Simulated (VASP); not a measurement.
Wanted: the native input for a VASP 6.6.1 run.

```yaml
Task: single point
Functional: PBEsol
Potentials_or_basis: VASP PAW PBE potentials, release 64 (Mn_pv, O)
Cutoff: 520 eV
k_mesh: 10 × 10 × 10
Occupations: fermi-dirac, width 0.05 eV
Spin: collinear spin, ferromagnetic start
Starting_moments: "[4.0, 0.0] μB"
Dipole_correction: no
Further_INCAR_settings: ALGO = Normal; EDIFF = 1e-07; NBANDS = 20
```

The structure of MnO lies in POSCAR:

```
MnO
1.0
    0.0000000000      2.1938512115      2.1938512115
    2.1938512115      0.0000000000      2.1938512115
    2.1938512115      2.1938512115      0.0000000000
Mn O
1 1
Direct
    0.0000000000      0.0000000000      0.0000000000
    0.5000000000      0.5000000000      0.5000000000
```

This cell differs from its parent crystal: volume scaled by 0.96.

One way to write it, as run:

INCAR

```
PREC = Accurate
ENCUT = 520
EDIFF = 1E-7
ISMEAR = -1
SIGMA = 0.05
LREAL = F
LASPH = T
NELM = 150
ALGO = Normal
ISIF = 2
LWAVE = F
LCHARG = F
ISPIN = 2
MAGMOM = 4 0
LORBIT = 11
LMAXMIX = 4
GGA = PS
NBANDS = 20
```

KPOINTS

```
Automatic mesh
0
Gamma
  10 10 10
```

Potentials or basis: VASP PAW PBE potentials, release 64 (Mn_pv, O).

Launch:

```sh
$ cat potpaw_PBE.64/Mn_pv/POTCAR potpaw_PBE.64/O/POTCAR > POTCAR
$ mpirun -np 1 vasp_std > vasp.out
```

Results of the run:

- Pressure: -3.7 GPa
- Net moment: 4.61 μB per cell
- Site moments: Mn +4.20; O +0.19 μB
- Valence electrons inside the program's atomic spheres: Mn 11.40; O 4.96

Caveat: the PAW data sets were made with another functional, which shifts forces and pressure a little; a cell with one magnetic atom can't hold antiferromagnetic order, which such compounds often take.

Run time: 31 s on 1 thread of AMD EPYC 9R45 96-Core Processor (Zen 5), on a shared host, peak memory 0.14 GiB.
